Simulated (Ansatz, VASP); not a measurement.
# C: VASP beside Ansatz

```
C
1.0
     4.51238    0.00000    0.00000
    -2.25619    3.90784    0.00000
     0.00000    0.00000    2.80010
C
9
Direct
  0.83333 0.66667 0.16668
  0.33333 0.16667 0.83334
  0.83333 0.16667 0.50001
  0.66667 0.83333 0.83332
  0.16667 0.33333 0.16666
  0.16667 0.83333 0.49999
  0.49999 0.00000 0.16667
  0.00000 0.49999 0.83333
  0.50001 0.50001 0.50000
```

Alike in both runs: functional PBE; k mesh 6 × 6 × 6; occupations gaussian, width 0.1 eV; no spin polarisation.

Ansatz relaxed the structure, and its values are those at the end. VASP's run is a single point on that final structure, the one shown.

|  | VASP | Ansatz |
| --- | --- | --- |
| version | VASP 6.6.1 | Ansatz 0.2.0 |
| potentials or method | VASP PAW PBE potentials, release 64 (C), cutoff 520 eV | scalar-relativistic, plane waves, PAW |
| valence electrons in the cell | 36 | 36 |

```tsv
	VASP	Ansatz	Ansatz less VASP
gap on the k mesh at the Fermi level (eV)	1.92	1.94	+0.015
least direct gap on the mesh (eV)	4.10	4.11	+0.016
pressure (GPa)	0.6	0.1	-0.51
```
